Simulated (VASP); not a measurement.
# FeO (Wuestite) in VASP: further runs, part 3 of 3

VASP 6.6.1. The steps go on from the part before.

### 4 Relaxation of cell and atoms, revPBE+D4, collinear spin, ferromagnetic start

Contents of INCAR:

```
SYSTEM = FeO
PREC = Accurate ; ENCUT = 600
EDIFF = 1E-7 ; ISMEAR = -1
SIGMA = 0.05 ; LREAL = .FALSE.
LASPH = .TRUE. ; NELM = 150
ALGO = Normal ; ISIF = 3
LWAVE = .FALSE. ; LCHARG = .FALSE.
ISPIN = 2 ; MAGMOM = 3 0
LORBIT = 11 ; LMAXMIX = 4
GGA = RE ; IVDW = 13
IBRION = 2 ; NSW = 60
EDIFFG = -0.01
```

Contents of KPOINTS:

```
regular mesh
0
G
  11 11 11
  0 0 0
```

Contents of POSCAR:

```
FeO
1.0
    1.5188209023      0.8768916568      2.5195772846
   -1.5188209023      0.8768916568      2.5195772846
    0.0000000000     -1.7537833136      2.5195772846
Fe O
1 1
Direct
    0.0000000000      0.0000000000      0.0000000000
    0.5000000000      0.5000000000      0.5000000000
```

Potentials or basis: VASP PAW PBE potentials, release 64 (Fe, O).

Command:

```
cat potpaw_PBE.64/Fe/POTCAR potpaw_PBE.64/O/POTCAR > POTCAR
mpirun -np 1 vasp_std > vasp.out
```

OUTCAR:

```text
SYSTEM = FeO
   PREC = Accurate
   ENCUT = 600
   EDIFF = 1E-7
   ISMEAR = -1
   LREAL = .FALSE.
   LASPH = .TRUE.
   NELM = 150
   ISIF = 3
   ISPIN = 2
   LORBIT = 11
   GGA = RE
   IVDW = 13
   IBRION = 2
   NSW = 60
   EDIFFG = -0.01

 ion  position               nearest neighbor table
   1  0.000  0.000  0.000-   2 2.16   2 2.16   2 2.16   2 2.16   2 2.16   2 2.16
   2  0.500  0.500  0.500-   1 2.16   1 2.16   1 2.16   1 2.16   1 2.16   1 2.16

  LATTYP: Found a trigonal (rhomboedric) cell.
 ALAT       =     3.0698575869
 COS(alpha) =     0.5104391626

  Lattice vectors:

 A1 = (   1.5188209023,   0.8768916568,   2.5195772846)
 A2 = (  -1.5188209023,   0.8768916568,   2.5195772846)
 A3 = (   0.0000000000,  -1.7537833136,   2.5195772846)

Analysis of symmetry for initial positions (statically):
=====================================================================
 Subroutine PRICEL returns:
 Original cell was already a primitive cell.

 Routine SETGRP: Setting up the symmetry group for a
 trigonal (rhombohedral) supercell.

 Subroutine GETGRP returns: Found 12 space group operations
 (whereof 12 operations were pure point group operations)
 out of a pool of 12 trial point group operations.

The static configuration has the point symmetry D_3d.

Analysis of symmetry for dynamics (positions and initial velocities):
=====================================================================
 Subroutine PRICEL returns:
 Original cell was already a primitive cell.

 Routine SETGRP: Setting up the symmetry group for a
 trigonal (rhombohedral) supercell.

 Subroutine GETGRP returns: Found 12 space group operations
 (whereof 12 operations were pure point group operations)
 out of a pool of 12 trial point group operations.

The dynamic configuration has the point symmetry D_3d.

Analysis of structural, dynamic, and magnetic symmetry:
=====================================================================
 Subroutine PRICEL returns:
 Original cell was already a primitive cell.

 Routine SETGRP: Setting up the symmetry group for a
 trigonal (rhombohedral) supercell.

 Subroutine GETGRP returns: Found 12 space group operations
 (whereof 12 operations were pure point group operations)
 out of a pool of 12 trial point group operations.

The overall configuration has the point symmetry D_3d.

 Subroutine INISYM returns: Found 12 space group operations
 (whereof 12 operations are pure point group operations),
 and found     1 'primitive' translations

----------------------------------------------------------------------------------------

                                     Primitive cell

  volume of cell :      20.1341

  direct lattice vectors                    reciprocal lattice vectors
     1.518820902  0.876891657  2.519577285     0.329202738  0.190065290  0.132297324
    -1.518820902  0.876891657  2.519577285    -0.329202738  0.190065290  0.132297324
     0.000000000 -1.753783314  2.519577285     0.000000000 -0.380130579  0.132297324

  length of vectors
     3.069857587  3.069857587  3.069857587     0.402494521  0.402494521  0.402494521

  position of ions in fractional coordinates (direct lattice)
     0.000000000  0.000000000  0.000000000
     0.500000000  0.500000000  0.500000000

  ion indices of the primitive-cell ions
   primitive index   ion index
                 1           1
                 2           2

[... 76 lines left out ...]
   NFREE  =      1    steps in history (QN), initial steepest desc. (CG)
   ISIF   =      3    stress and relaxation
   ISYM   =      2    0-nonsym 1-usesym 2-fastsym
   POTIM  = 0.5000    time-step for ionic-motion
   TEBEG  =    0.0;   TEEND  =   0.0 temperature during run
   PSTRESS=    0.0 pullay stress
   NELECT =      14.0000    total number of electrons
   NUPDOWN=      -1.0000    fix difference up-down
   EMIN   =  10.00;   EMAX   =-10.00  energy-range for DOS
   EFERMI =   0.00;   METHOD = LEGACY
   ISMEAR =    -1;   SIGMA  =   0.05  broadening in eV -4-tet -1-fermi 0-gaus
   EFERMI_NEDOS =   21; number of points for ismear=-14 and -15
   IALGO  =     38    algorithm
   IMIX   =      4    mixing-type and parameters
     AMIX     =   0.40;   BMIX     =  1.00
     AMIX_MAG =   1.60;   BMIX_MAG =  1.00
  volume/ion in A,a.u.               =      10.07        67.94
  Fermi-wavevector in a.u.,A,eV,Ry     =   1.450353  2.740770 28.620176  2.103524
  Thomas-Fermi vector in A             =   2.567975
   LORBIT       =     11    0 simple, 1 ext, 2 COOP (PROOUT), +10 PAW based schemes
   GGA     = RE    functional components
   LHFCALC =     F    Hartree Fock is set to
   AEXX    =    0.0000 exact exchange contribution
   IVDW    =    13    specifies the selected vdW correction
   LEPSILON=     F    determine dielectric tensor
   LRPA    =     F    only Hartree local field effects (RPA)
 conjugate gradient relaxation of ions
 spin polarized calculation
  energy-cutoff  :      600.00
  volume of cell :       20.13
 maximum number of plane-waves:       683
 NGX is ok and might be reduce to    28
   NGX = 13   NGY = 13   NGZ = 13

--------------------------------------- Ionic step        1  -------------------------------------------

 number of electron      14.0000000 magnetization       4.0004401

 Free energy of the ion-electron system (eV)
  ---------------------------------------------------
  ext. energy  EPLUGINS =         0.00000000
  ---------------------------------------------------
  free energy    TOTEN  =       -14.24946900 eV

  energy without entropy =      -14.23757196  energy(sigma->0) =      -14.24352048

------------------------ aborting loop because EDIFF is reached ----------------------------------------

  DFT-D4 for vdW energy calculation

  Edisp (eV):   -1.26221
[... 105 lines left out ...]
  FREE ENERGIE OF THE ION-ELECTRON SYSTEM (eV)
  ---------------------------------------------------
  free  energy   TOTEN  =       -15.5198974818 eV

  energy  without entropy=      -15.5084615191  energy(sigma->0) =      -15.51417950

[... ionic steps 4 to 13 ...]

--------------------------------------- Ionic step       14  -------------------------------------------

 number of electron      14.0000000 magnetization       4.0000119

------------------------ aborting loop because EDIFF is reached ----------------------------------------
[... 75 lines left out ...]
--------------------------------------- Ionic step       16  -------------------------------------------

 number of electron      14.0000000 magnetization       3.9999939

 Free energy of the ion-electron system (eV)
  ---------------------------------------------------
  ext. energy  EPLUGINS =         0.00000000
  ---------------------------------------------------
  free energy    TOTEN  =       -14.23646612 eV

  energy without entropy =      -14.22491144  energy(sigma->0) =      -14.23068878

 E-fermi :   6.5272     XC(G=0): -12.1449

 val. band max:        6.5263919893   @ k =  -0.3636   0.2727   0.1818
 cond. band min:       6.5273659229   @ k =  -0.3636   0.4545   0.3636
 fundamental gap:      0.0009739336
 Fermi energy:         6.5272420610

 spin component 1

 k-point     1 :       0.0000    0.0000    0.0000
  band No.  band energies     occupation
      1     -14.4217      1.00000
      2       2.5795      1.00000
      3       2.5843      1.00000
      4       2.5843      1.00000
      5       2.6383      1.00000
      6       2.6450      1.00000
      7       2.6450      1.00000
      8       2.7881      1.00000
      9       2.7881      1.00000
     10       6.7135      0.02354
     11      22.0790      0.00000
     12      23.6920      0.00000
     13      23.7197      0.00000
[... 356 lines left out ...]
      2      -0.8595      1.00000
      3       0.2150      1.00000
      4       0.7260      1.00000
      5       2.9411      1.00000
      6       3.2319      1.00000
      7       3.8269      1.00000
      8       3.8964      1.00000
      9       5.7881      1.00000
     10      10.3719      0.00000
     11      17.1928      0.00000
     12      18.5084      0.00000
     13      21.6929      0.00000

 [... further k-points ...]

 spin component 2

 k-point     1 :       0.0000    0.0000    0.0000
  band No.  band energies     occupation
      1     -13.8871      1.00000
      2       3.2061      1.00000
      3       3.2130      1.00000
      4       3.2130      1.00000
      5       5.7717      1.00000
      6       5.7771      1.00000
      7       5.7771      1.00000
      8       6.7510      0.01126
      9       6.7510      0.01126
     10       7.5162      0.00000
     11      21.9536      0.00000
     12      24.5542      0.00000
     13      24.5805      0.00000
[... 401 lines left out ...]
  FREE ENERGIE OF THE ION-ELECTRON SYSTEM (eV)
  ---------------------------------------------------
  free  energy   TOTEN  =       -15.5226378353 eV

  energy  without entropy=      -15.5110831528  energy(sigma->0) =      -15.51686049

 reached required accuracy - stopping structural energy minimisation

 total charge

# of ion       s       p       d       tot
------------------------------------------
    1        0.290   0.368   6.093   6.751
    2        1.557   3.456   0.000   5.013
--------------------------------------------------
tot          1.847   3.824   6.093  11.764

 magnetization (x)

# of ion       s       p       d       tot
------------------------------------------
    1        0.026   0.021   3.576   3.623
    2        0.030   0.273   0.000   0.303
--------------------------------------------------
tot          0.057   0.293   3.576   3.925
```

CONTCAR:

```text
FeO
   1.00000000000000
     1.5148648546853938    0.8746076316447305    2.4763404701751277
    -1.5148648546853938    0.8746076316447305    2.4763404701751277
     0.0000000000000000   -1.7492152632894613    2.4763404701751277
  Fe              O
     1     1
Direct
     0.0000000000000000    0.0000000000000000    0.0000000000000000
     0.5000000000000000    0.5000000000000000    0.5000000000000000

  0.00000000E+00  0.00000000E+00  0.00000000E+00
  0.00000000E+00  0.00000000E+00  0.00000000E+00
```

Run time: 44 min. Hardware: 1 thread of AMD EPYC 7R13, shared host; peak memory 0.22 GiB.

Results:

```yaml
Free_energy: -15.5226 eV
Relaxed_volume: 9.84 Å³/atom
Relaxed_cell: a = 3.032 Å, b = 3.032 Å, c = 3.032 Å, α = 59.95°, β = 59.95°, γ = 59.95°
Space_group_after_relaxing_to_0.05_Å: Fm-3m (No. 225)
Energy_gained_by_relaxing: 5.5 meV/atom
Ionic_steps: 16
Pressure_after_relaxing: -0.1 GPa
Band_gap_on_the_k_mesh: zero (filled and empty bands overlap)
Net_moment: 4.00 μB per cell
Site_moments: Fe +3.62; O +0.30 μB
Valence_electrons_inside_the_program's_atomic_spheres: Fe 6.75; O 5.01
Dispersion_energy_per_atom: -0.643 eV
```

Step by step:
```
step  energy change (eV)  largest force (eV/Å)  pressure (GPa)  volume (Å³)
   1              0.0000                0.0000           -5.67        20.13
   2              0.3550                0.0000            6.72        19.11
   3             -0.0082                0.0000           30.94        19.65
   4             -0.0026                0.0000           -5.05        20.06
   5             -0.0080                0.0000           -3.26        19.85
   6             -0.0098                0.0000           -2.33        19.75
   7             -0.0104                0.0000           -1.02        19.70
   8             -0.0103                0.0000            3.65        19.67
   9             -0.0105                0.0000           -0.21        19.69
  10             -0.0106                0.0000           -0.18        19.69
  11             -0.0109                0.0000            0.02        19.69
  12             -0.0108                0.0000            1.35        19.68
  13             -0.0110                0.0000            0.37        19.68
  14             -0.0105                0.0000           -2.16        19.74
  15             -0.0109                0.0000           -0.60        19.69
  16             -0.0110                0.0000           -0.06        19.69
```

Final structure:
```
Fe O
1.0
     1.51486    0.87461    2.47634
    -1.51486    0.87461    2.47634
     0.00000   -1.74922    2.47634
Fe O
1 1
Direct
  0.00000 0.00000 0.00000
  0.50000 0.50000 0.50000
```

Caveat: the PAW data sets were made with another functional, which shifts forces and pressure a little; a cell with one magnetic atom can't hold antiferromagnetic order, which such compounds often take; semilocal functionals often make such compounds metallic where correlation or magnetic order opens a gap, which also shifts bond lengths; pairwise dispersion overbinds metals, which lowers pressure and volume.

### 5 Single point, LDA, collinear spin, ferromagnetic start

This run uses another cell than the first one, of 9.87 Å³/atom, 0.980 times its volume.

Contents of INCAR:

```
SYSTEM = FeO
PREC     = Accurate       ! precision mode
ENCUT    = 600            ! plane-wave cutoff, eV
EDIFF    = 1E-6           ! SCF threshold, eV
ISMEAR   = -1             ! smearing method
SIGMA    = 0.05           ! smearing width, eV
LREAL    = .False.        ! projectors in reciprocal space
LASPH    = .True.         ! aspherical terms in the spheres
NELM     = 200            ! most SCF steps
ALGO     = Normal         ! electronic algorithm
ISIF     = 2              ! what is computed and relaxed
LWAVE    = .False.        ! write WAVECAR
LCHARG   = .False.        ! write CHGCAR
ISPIN    = 2              ! spin polarisation
MAGMOM   = 3 0            ! initial moments
LORBIT   = 11             ! projections on sites
LMAXMIX  = 4              ! l up to which the mixer works
NBANDS   = 22             ! bands
GGA_COMPAT= .False.
```

Contents of KPOINTS:

```
regular mesh
0
Gamma
  9 9 9
  0 0 0
```

Contents of POSCAR:

```
FeO
1.0
    1.5086271663      0.8710063006      2.5026668604
   -1.5086271663      0.8710063006      2.5026668604
    0.0000000000     -1.7420126011      2.5026668604
Fe O
1 1
Direct
    0.0000000000      0.0000000000      0.0000000000
    0.5000000000      0.5000000000      0.5000000000
```

Potentials or basis: VASP PAW LDA potentials, release 64 (Fe_sv, O).

Command:

```
cat potpaw_LDA.64/Fe_sv/POTCAR potpaw_LDA.64/O/POTCAR > POTCAR
mpirun -np 1 vasp_std > vasp.out
```

Wall time 34 s (1 thread of Intel Xeon 6975P-C (Granite Rapids), shared host); peak memory 0.18 GiB.

The run converged. Its results:

```yaml
Free_energy: -16.5103 eV
Pressure: -15.7 GPa
Band_gap_on_the_k_mesh: zero (filled and empty bands overlap)
Net_moment: 3.98 μB per cell
Site_moments: Fe +3.42; O +0.31 μB
Valence_electrons_inside_the_program's_atomic_spheres: Fe 13.62; O 4.96
```

Stress tensor (GPa, compression positive):
```
-15.33   0.00   0.00
  0.00 -15.33   0.00
  0.00   0.00 -16.54
```

Levels at points of the mesh, in eV from the Fermi level:
Spin up:
```
           k point  band 9  band 10  band 11  band 12  band 13  band 14  band 15  band 16  band 17  band 18
(0.00, 0.00, 0.00)   -3.65    -3.59    -3.59    -3.32    -3.32     0.29    15.27    16.82    17.23    17.23
```
Spin down:
```csv
k point,band 6,band 7,band 8,band 9,band 10,band 11,band 12,band 13
"(0.00, 0.00, 0.00)",-3.30,-3.20,-3.20,-0.81,-0.72,-0.72,0.01,0.01
```

Caveat: a cell with one magnetic atom can't hold antiferromagnetic order, which such compounds often take; semilocal functionals often make such compounds metallic where correlation or magnetic order opens a gap, which also shifts bond lengths.

### 6 Summary

| task | level | potentials or basis | cell | k mesh | cutoff (eV) | smearing | second run | gap on the mesh (eV) | pressure (GPa) | moment (μB) |
| --- | --- | --- | --- | --- | --- | --- | --- | --- | --- | --- |
| single point | PBE | VASP PAW PBE potentials, release 64 (Fe, O) | a = 3.070 Å, angles 59.3°, 2 atoms | 11 × 11 × 11 | 520 | gaussian 0.05 eV | - | none | -1.2 | 4.00 |
| single point | revPBE+D4 | VASP PAW PBE potentials, release 64 (Fe, O) | a = 3.031 Å, angles 60.0°, 2 atoms | 11 × 11 × 11 | 520 | fermi-dirac 0.05 eV | - | none | 0.1 | 4.00 |
| relaxation of cell and atoms | revPBE+D4 | VASP PAW PBE potentials, release 64 (Fe, O) | relaxed from a = 3.070 Å, angles 59.3°, 2 atoms | 11 × 11 × 11 | 600 | fermi-dirac 0.05 eV | - | none | -0.1 | 4.00 |
| single point | LDA | VASP PAW LDA potentials, release 64 (Fe_sv, O) | a = 3.049 Å, angles 59.3°, 2 atoms | 9 × 9 × 9 | 600 | fermi-dirac 0.05 eV | valence_matched | none | -15.7 | 3.98 |

Alike in all rows: spin collinear, ferromagnetic start.

Caveats: a cell with one magnetic atom can't hold antiferromagnetic order, which such compounds often take; semilocal functionals often make such compounds metallic where correlation or magnetic order opens a gap, which also shifts bond lengths; the PAW data sets were made with another functional, which shifts forces and pressure a little (some runs); pairwise dispersion overbinds metals, which lowers pressure and volume (some runs).

Absolute energies hang on the potentials; compare differences alone.

### 7 How close it comes

Step 4. The cell as given is a measured one (10.07 Å³/atom); revPBE+D4 puts the equilibrium volume -2.2 % from it, thermal expansion not counted.
